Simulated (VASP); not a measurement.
# SnTe (I4mm) in VASP: a series of runs

Runs on SnTe. Level: PBE. Tasks: single point.

All numbers are computed with VASP 6.6.1; they aren't measurements. Logs are shortened: lines on timing, memory, paths and dates and some standing lists are left out, and cuts for length are marked.

## Step 1: The cell of the first run

It takes space group I4mm (No. 107, tetragonal). The conventional cell has a = 4.610 Å, b = 4.610 Å, c = 6.519 Å, α = 90.00°, β = 90.00°, γ = 90.00°. Within 4.1 Å of Sn (site symmetry 4mm) lie 6 Te at 3.15 to 3.37 Å. Te (site symmetry 4mm) has 6 Sn at 3.15 to 3.37 Å within 4.1 Å.

## Step 2: Single point, PBE (atoms displaced along a vibrational mode, the cell strained)

Input file INCAR:

```
SYSTEM = SnTe
ALGO = Normal
EDIFF = 1E-6
ENCUT = 520
GGA = PE
ISIF = 2
ISMEAR = 0
LASPH = .TRUE.
LCHARG = .FALSE.
LREAL = .FALSE.
LWAVE = .FALSE.
NBANDS = 17
NELM = 60
PREC = Accurate
SIGMA = 0.03
```

Input file KPOINTS:

```
k-points
0
G
  10 10 10
  0 0 0
```

Input file POSCAR:

```
SnTe
1.0
    0.0000000000      3.2597131673      3.2597131673
    3.2597131673      0.0000000000      3.2597131673
    3.2597131673      3.2597131673      0.0000000000
Sn Te
1 1
Direct
    0.0086084016     -0.0086084016     -0.0086084016
    0.4919913530      0.5080086470      0.5080086470
```

Potentials or basis: VASP PAW PBE potentials, release 64 (Sn_d, Te).

Command:

```bash
$ cat potpaw_PBE.64/Sn_d/POTCAR potpaw_PBE.64/Te/POTCAR > POTCAR
$ mpirun -np 1 vasp_std > vasp.out
```

OUTCAR:

```text
SYSTEM = SnTe
   EDIFF = 1E-6
   ENCUT = 520
   GGA = PE
   ISIF = 2
   ISMEAR = 0
   LASPH = .TRUE.
   LREAL = .FALSE.
   NELM = 60
   PREC = Accurate

 ion  position               nearest neighbor table
   1  0.009  0.991  0.991-   2 3.15   2 3.26   2 3.26   2 3.26   2 3.26   2 3.37
   2  0.492  0.508  0.508-   1 3.15   1 3.26   1 3.26   1 3.26   1 3.26   1 3.37

  LATTYP: Found a face centered cubic cell.
 ALAT       =     6.5194263346

  Lattice vectors:

 A1 = (   0.0000000000,   3.2597131673,   3.2597131673)
 A2 = (   3.2597131673,   0.0000000000,   3.2597131673)
 A3 = (   3.2597131673,   3.2597131673,   0.0000000000)

Analysis of symmetry for initial positions (statically):
=====================================================================
 Subroutine PRICEL returns:
 Original cell was already a primitive cell.

 Routine SETGRP: Setting up the symmetry group for a
 face centered cubic supercell.

 Subroutine GETGRP returns: Found  8 space group operations
 (whereof  8 operations were pure point group operations)
 out of a pool of 48 trial point group operations.

The static configuration has the point symmetry C_4v.

Analysis of symmetry for dynamics (positions and initial velocities):
=====================================================================
 Subroutine PRICEL returns:
 Original cell was already a primitive cell.

 Routine SETGRP: Setting up the symmetry group for a
 face centered cubic supercell.

 Subroutine GETGRP returns: Found  8 space group operations
 (whereof  8 operations were pure point group operations)
 out of a pool of 48 trial point group operations.

The dynamic configuration has the point symmetry C_4v.

 Subroutine INISYM returns: Found  8 space group operations
 (whereof  8 operations are pure point group operations),
 and found     1 'primitive' translations

----------------------------------------------------------------------------------------

                                     Primitive cell

  volume of cell :      69.2737

  direct lattice vectors                    reciprocal lattice vectors
     0.000000000  3.259713167  3.259713167    -0.153387729  0.153387729  0.153387729
     3.259713167  0.000000000  3.259713167     0.153387729 -0.153387729  0.153387729
     3.259713167  3.259713167  0.000000000     0.153387729  0.153387729 -0.153387729

  length of vectors
     4.609930571  4.609930571  4.609930571     0.265675340  0.265675340  0.265675340

  position of ions in fractional coordinates (direct lattice)
     0.008608402  0.991391598  0.991391598
     0.491991353  0.508008647  0.508008647

  ion indices of the primitive-cell ions
   primitive index   ion index
                 1           1
                 2           2

----------------------------------------------------------------------------------------

 KPOINTS: k-points

Automatic generation of k-mesh.
 Grid dimensions read from file:
 generate k-points for:   10   10   10

 Generating k-lattice:

  Cartesian coordinates                     Fractional coordinates (reciprocal lattice)
    -0.015338773  0.015338773  0.015338773     0.100000000  0.000000000  0.000000000
     0.015338773 -0.015338773  0.015338773     0.000000000  0.100000000  0.000000000
     0.015338773  0.015338773 -0.015338773     0.000000000  0.000000000  0.100000000

  Length of vectors
     0.026567534  0.026567534  0.026567534

  Shift w.r.t. Gamma in fractional coordinates (k-lattice)
     0.000000000  0.000000000  0.000000000

 Subroutine IBZKPT returns following result:
 ===========================================

 Found    102 irreducible k-points:

 Following reciprocal coordinates:
            Coordinates               Weight
  0.000000  0.000000  0.000000      1.000000
  0.100000  0.000000  0.000000      8.000000
  0.200000  0.000000  0.000000      8.000000
  0.300000  0.000000  0.000000      8.000000
  0.400000  0.000000  0.000000      8.000000
  0.500000  0.000000  0.000000      4.000000
[... 16 lines left out ...]
 -0.100000  0.100000  0.000000      8.000000
  0.000000 -0.100000  0.100000      4.000000
 [... further k-points ...]
   k-points           NKPTS =    102   k-points in BZ     NKDIM =    102   number of bands    NBANDS=     17
   number of dos      NEDOS =    301   number of ions     NIONS =      2
   total plane-waves  NPLWV =  46656
   dimension x,y,z NGX =    36 NGY =   36 NGZ =   36
   dimension x,y,z NGXF=    72 NGYF=   72 NGZF=   72
   ions per type =               1   1
   NGX,Y,Z   is equivalent  to a cutoff of  12.98, 12.98, 12.98 a.u.
   NGXF,Y,Z  is equivalent  to a cutoff of  25.97, 25.97, 25.97 a.u.
 SYSTEM =  SnTe
   PREC   = accura    normal or accurate (medium, high low for compatibility)
   ISTART =      0    job   : 0-new  1-cont  2-samecut
   ICHARG =      2    charge: 1-file 2-atom 10-const
   ISPIN  =      1    spin polarized calculation?
   LNONCOLLINEAR =      F non collinear calculations
   LSORBIT =      F    spin-orbit coupling
   LASPH  =      T    aspherical Exc in radial PAW
   ENCUT  =  520.0 eV  38.22 Ry    6.18 a.u.   8.57  8.57  8.57*2*pi/ulx,y,z
   NELM   =     60;   NELMIN=  2; NELMDL= -5     # of ELM steps
   EDIFF  = 0.1E-05   stopping-criterion for ELM
   LREAL  =      F    real-space projection
   EDIFFG = 0.1E-04   stopping-criterion for IOM
   NSW    =      0    number of steps for IOM
   IBRION =     -1    ionic relax: 0-MD 1-quasi-New 2-CG
   NFREE  =      0    steps in history (QN), initial steepest desc. (CG)
   ISIF   =      2    stress and relaxation
   ISYM   =      2    0-nonsym 1-usesym 2-fastsym
   POTIM  = 0.5000    time-step for ionic-motion
   TEBEG  =    0.0;   TEEND  =   0.0 temperature during run
   PSTRESS=    0.0 pullay stress
   NELECT =      20.0000    total number of electrons
   NUPDOWN=      -1.0000    fix difference up-down
   EMIN   =  10.00;   EMAX   =-10.00  energy-range for DOS
   EFERMI =   0.00;   METHOD = LEGACY
   ISMEAR =     0;   SIGMA  =   0.03  broadening in eV -4-tet -1-fermi 0-gaus
   EFERMI_NEDOS =   21; number of points for ismear=-14 and -15
   IALGO  =     38    algorithm
   IMIX   =      4    mixing-type and parameters
     AMIX     =   0.40;   BMIX     =  1.00
     AMIX_MAG =   1.60;   BMIX_MAG =  1.00
  volume/ion in A,a.u.               =      34.64       233.74
  Fermi-wavevector in a.u.,A,eV,Ry     =   1.082004  2.044691 15.928778  1.170732
  Thomas-Fermi vector in A             =   2.218034
   LORBIT       =      0    0 simple, 1 ext, 2 COOP (PROOUT), +10 PAW based schemes
   GGA     = PE    functional components
   LHFCALC =     F    Hartree Fock is set to
   AEXX    =    0.0000 exact exchange contribution
   IVDW    =     0    specifies the selected vdW correction
   LEPSILON=     F    determine dielectric tensor
   LRPA    =     F    only Hartree local field effects (RPA)
 non-spin polarized calculation
 Gauss-broadening in eV      SIGMA  =   0.03
  energy-cutoff  :      520.00
  volume of cell :       69.27
 maximum number of plane-waves:      1892
 NGX is ok and might be reduce to    36
   NGX = 17   NGY = 17   NGZ = 17

 number of electron      20.0000004 magnetization

 Free energy of the ion-electron system (eV)
  ---------------------------------------------------
  ext. energy  EPLUGINS =         0.00000000
  ---------------------------------------------------
  free energy    TOTEN  =        -7.54797164 eV

  energy without entropy =       -7.54797164  energy(sigma->0) =       -7.54797164

 E-fermi :   5.6826     XC(G=0):  -9.0407

 val. band max:        5.5627139622   @ k =   0.5000   0.0000   0.0000
 cond. band min:       5.8867968419   @ k =   0.5000   0.0000   0.0000
 fundamental gap:      0.3240828797
 Fermi energy:         5.6825832022

 k-point     1 :       0.0000    0.0000    0.0000
  band No.  band energies     occupation
      1     -16.1329      2.00000
      2     -16.1322      2.00000
      3     -16.1299      2.00000
      4     -16.1293      2.00000
      5     -16.1293      2.00000
      6      -6.3628      2.00000
[... 9 lines left out ...]
     16      10.7279      0.00000
     17      12.5473      0.00000

 k-point     2 :       0.1000    0.0000    0.0000
  band No.  band energies     occupation
      1     -16.1331      2.00000
      2     -16.1320      2.00000
      3     -16.1302      2.00000
      4     -16.1291      2.00000
      5     -16.1289      2.00000
      6      -6.2912      2.00000
[... 9 lines left out ...]
     16      10.8893      0.00000
     17      13.1124      0.00000

 k-point     3 :       0.2000    0.0000    0.0000
  band No.  band energies     occupation
      1     -16.1338      2.00000
      2     -16.1319      2.00000
      3     -16.1304      2.00000
      4     -16.1283      2.00000
      5     -16.1279      2.00000
      6      -6.0859      2.00000
[... 9 lines left out ...]
     16      11.4015      0.00000
     17      14.4162      0.00000

 k-point     4 :       0.3000    0.0000    0.0000
  band No.  band energies     occupation
      1     -16.1347      2.00000
      2     -16.1327      2.00000
      3     -16.1300      2.00000
      4     -16.1271      2.00000
      5     -16.1265      2.00000
      6      -5.7834      2.00000
[... 9 lines left out ...]
     16      12.2430      0.00000
     17      15.8338      0.00000
[... 343 lines left out ...]
      1     -16.1346      2.00000
      2     -16.1320      2.00000
      3     -16.1292      2.00000
      4     -16.1281      2.00000
      5     -16.1276      2.00000
      6      -5.9372      2.00000
[... 9 lines left out ...]
     16      12.5944      0.00000
     17      13.7222      0.00000

 k-point    23 :      -0.1000    0.1000    0.0000
  band No.  band energies     occupation
      1     -16.1333      2.00000
      2     -16.1318      2.00000
      3     -16.1307      2.00000
      4     -16.1288      2.00000
      5     -16.1280      2.00000
      6      -6.1750      2.00000
[... 9 lines left out ...]
     16      11.6108      0.00000
     17      12.9363      0.00000

 k-point    24 :       0.0000   -0.1000    0.1000
  band No.  band energies     occupation
      1     -16.1338      2.00000
      2     -16.1316      2.00000
      3     -16.1296      2.00000
      4     -16.1291      2.00000
      5     -16.1286      2.00000
      6      -6.1754      2.00000
[... 9 lines left out ...]
     16      11.6226      0.00000
     17      12.9493      0.00000

 [... further k-points ...]

------------------------ aborting loop because EDIFF is reached ----------------------------------------

  FORCE on cell =-STRESS in cart. coord.  units (eV):
  Direction    XX          YY          ZZ          XY          YZ          ZX
  --------------------------------------------------------------------------------------
  -------------------------------------------------------------------------------------
  Total       -0.7028533     -0.8024203     -0.8024203     -0.0000000     -0.0000000      0.0000000
  in kB      -16.2557535    -18.5585615    -18.5585615     -0.0000000     -0.0000000      0.0000000
  external PRESSURE =     -17.7909588 kB  Pullay stress =       0.0000000 kB

 VOLUME and BASIS-vectors are now :
 -----------------------------------------------------------------------------
  energy-cutoff  :      520.00
  volume of cell :       69.27
      direct lattice vectors                 reciprocal lattice vectors
     0.000000000  3.259713167  3.259713167    -0.153387729  0.153387729  0.153387729
     3.259713167  0.000000000  3.259713167     0.153387729 -0.153387729  0.153387729
     3.259713167  3.259713167  0.000000000     0.153387729  0.153387729 -0.153387729

 POSITION                                       TOTAL-FORCE (eV/Angst)
 -----------------------------------------------------------------------------------
      6.46330      3.25971      3.25971        -0.049095      0.000000      0.000000
      3.31192      3.25971      3.25971         0.049095      0.000000      0.000000
 -----------------------------------------------------------------------------------
    total drift:                                0.000224      0.000000      0.000000

  FREE ENERGIE OF THE ION-ELECTRON SYSTEM (eV)
  ---------------------------------------------------
  free  energy   TOTEN  =        -7.5479716358 eV

  energy  without entropy=       -7.5479716358  energy(sigma->0) =       -7.54797164
```

Run time: 52 s. Hardware: 1 thread of Intel Xeon 6975P-C (Granite Rapids), shared host; peak memory 0.28 GiB.

Results:

```yaml
Free_energy: -7.5480 eV
Pressure: -1.8 GPa
Largest_force: 0.049 eV/Å
Band_gap_on_the_k_mesh: 0.32 eV
```

Forces on the atoms (eV/Å):
```
Sn  -0.049  0.000  0.000
Te   0.049  0.000  0.000
```

Caveat: the cell differs from its parent crystal (atoms displaced along a vibrational mode, the cell strained); semilocal functionals underestimate gaps, and a narrow one can read as zero; spin-orbit coupling is left out, which moves the levels of the heavy elements. A k mesh can miss the band edges.

(Part 1 of 2 ends here.)
